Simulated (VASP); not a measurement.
Crystal: Na3Sc.

```
Na Sc
1.0
     5.20250    0.00000    0.00000
     0.00000    5.20250    0.00000
     0.00000    0.00000    5.20250
Na Sc
3 1
Direct
  0.00000 0.00000 0.00000
  0.00000 0.50000 0.50000
  0.50000 0.00000 0.50000
  0.50000 0.50000 0.00000
```

- Program: VASP 6.6.1
- Task: relaxation of volume and atoms at fixed shape
- Functional: LDA
- Potentials or basis: VASP PAW LDA potentials, release 64 (Na_pv, Sc_sv)
- Cutoff: 600 eV
- k mesh: 4 × 4 × 4
- Occupations: fermi-dirac, width 0.1 eV
- Spin: no spin polarisation

At the start: pressure -2.2 GPa; volume 35.20 Å³/atom.

**Question.** Where does the relaxation end?

**Answer.** Over 5 steps the energy falls by 51.8 meV/atom and the volume is 28.86 Å³/atom (-18.0 %); space group Pm-3m (No. 221, to 0.05 Å).

The path:
```tsv
step	energy change (eV)	largest force (eV/Å)	pressure (GPa)	volume (Å³)
1	0.0000	0.0000	-2.21	140.81
2	-0.1177	0.0000	-1.64	131.13
3	-0.2017	0.0000	-0.46	118.96
4	-0.2069	0.0000	0.06	114.96
5	-0.2070	0.0000	0.00	115.44
```

Final structure:
```xyz
4
Lattice="4.8691 0.0000 0.0000 0.0000 4.8691 0.0000 0.0000 0.0000 4.8691" Properties=species:S:1:pos:R:3 pbc="T T T"
Na    0.0000    0.0000    0.0000
Na    0.0000    2.4346    2.4346
Na    2.4346    0.0000    2.4346
Sc    2.4346    2.4346    0.0000
```

Caveat: the volume moved by over 15 % at a fixed basis, so the end points are rough.
